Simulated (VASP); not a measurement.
**H2C2O3: single point with PBEsol**

H2C2O3:

```
O C H
1.0
     7.13349    0.00000    0.00000
     0.00000    7.13349    0.00000
     0.00000    0.00000    7.13349
O C H
9 6 6
Direct
  0.76577 0.04363 0.74526
  0.78200 0.25049 0.97067
  0.67483 0.64612 0.12908
  0.67391 0.95638 0.22853
  0.05891 0.54934 0.08689
  0.26753 0.38089 0.91051
  0.01430 0.45783 0.52328
  0.19711 0.93727 0.20778
  0.55057 0.21576 0.44023
  0.84465 0.17872 0.82380
  0.64081 0.79259 0.25449
  0.23381 0.51648 0.00349
  0.97178 0.52022 0.66373
  0.17328 0.83000 0.32367
  0.56275 0.38166 0.47527
  0.66153 0.01035 0.83189
  0.98331 0.20974 0.78670
  0.80388 0.67958 0.06792
  0.59700 0.75280 0.40325
  0.97694 0.47127 0.99832
  0.33934 0.61322 0.03931
```

| Item | Value |
| --- | --- |
| Program | VASP 6.6.1 |
| Task | single point |
| Functional | PBEsol |
| Potentials or basis | VASP PAW PBE potentials, release 64 (O, C, H) |
| Cutoff | 520 eV |
| k mesh | 1 × 1 × 1 |
| Occupations | fermi-dirac, width 0.02 eV |
| Spin | no spin polarisation |
| Dipole correction | no |
| Further INCAR settings | LREAL = Auto; ALGO = Normal; EDIFF = 1e-06; NBANDS = 58 |

```
Pressure      : -0.1 GPa
Largest force : 6.762 eV/Å
```

Forces in eV/Å, atoms in the order of the input:
```
O   -1.980 -3.494 -1.869
O    0.449  0.523 -1.163
O    1.461  1.412  0.468
O    0.323 -0.213 -0.996
O    0.742 -0.370 -2.133
O   -0.134 -0.890 -1.129
O    0.120 -0.097 -0.465
O   -0.001  0.235 -0.216
O    0.252  6.575  1.559
C    0.167  2.510  4.881
C    0.543 -0.400  0.928
C   -1.947 -0.609  1.220
C   -0.076  0.337  0.213
C    0.001  0.048  0.340
C   -0.518 -6.311 -1.380
H   -0.142  0.023 -0.366
H    1.849  0.415 -1.306
H   -1.902 -0.439  0.607
H   -0.287 -0.642 -1.160
H   -0.067 -0.128  1.243
H    1.147  1.515  0.723
```

Stress tensor (GPa, compression positive):
```
 0.43  1.29  0.92
 1.29 -0.31 -0.16
 0.92 -0.16 -0.39
```

Levels at points of the mesh, in eV from the Fermi level:
```
           k point  band 40  band 41  band 42  band 43  band 44  band 45
(0.00, 0.00, 0.00)    -1.05    -0.79    -0.55     3.33     3.38     3.76
```

Wall time 95 s on 1 thread of Intel Xeon 8259CL (shared host), peak memory 0.37 GiB.

Caveat: the k points lie up to 0.88 Å⁻¹ apart, too coarse for converged energies, forces and pressures; the PAW data sets were made with another functional, which shifts forces and pressure a little.
